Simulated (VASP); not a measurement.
The system is TaN.

```
Ta N
1.0
     0.00000    2.24042    2.24042
     2.24042    0.00000    2.24042
     2.24042    2.24042    0.00000
Ta N
1 1
Direct
  0.50000 0.50000 0.50000
  0.00000 0.00000 0.00000
```

Base run:

- Program: VASP 6.6.1
- Functional: PBEsol
- Dispersion: D3(BJ)
- Potentials or basis: VASP PAW PBE potentials, release 64 (Ta_pv, N)
- Cutoff: 600 eV
- k mesh: 10 × 10 × 10
- Occupations: fermi-dirac, width 0.05 eV
- Spin: no spin polarisation

Its results: band gap on the k mesh zero (band 8 reaches 10.48 eV, above the bottom of band 9 at 6.77 eV); pressure -27.6 GPa.

**Question.** After a change of settings the same cell gave: band gap on the k mesh zero (band 8 reaches 11.06 eV, above the bottom of band 9 at 7.47 eV); pressure -16.3 GPa. Which change was it?
A. functional from PBEsol to PBE; dispersion from D3(BJ) to none; cutoff from 600 eV to 520 eV
B. dispersion from D3(BJ) to none; cutoff from 600 eV to 520 eV; further incar settings from ALGO = Normal; EDIFF = 1e-06; NBANDS = 15 to ALGO = Normal; EDIFF = 1e-07; NBANDS = 15
C. functional from PBEsol to BLYP
D. dispersion from D3(BJ) to none; cutoff from 600 eV to 520 eV

**Answer.** C.

BLYP binds less tightly than PBEsol, so the same cell stands under more pressure.

Caveats: the PAW data sets were made with another functional, which shifts forces and pressure a little; spin-orbit coupling is left out, which moves the levels of the heavy elements; pairwise dispersion overbinds metals, which lowers pressure and volume.
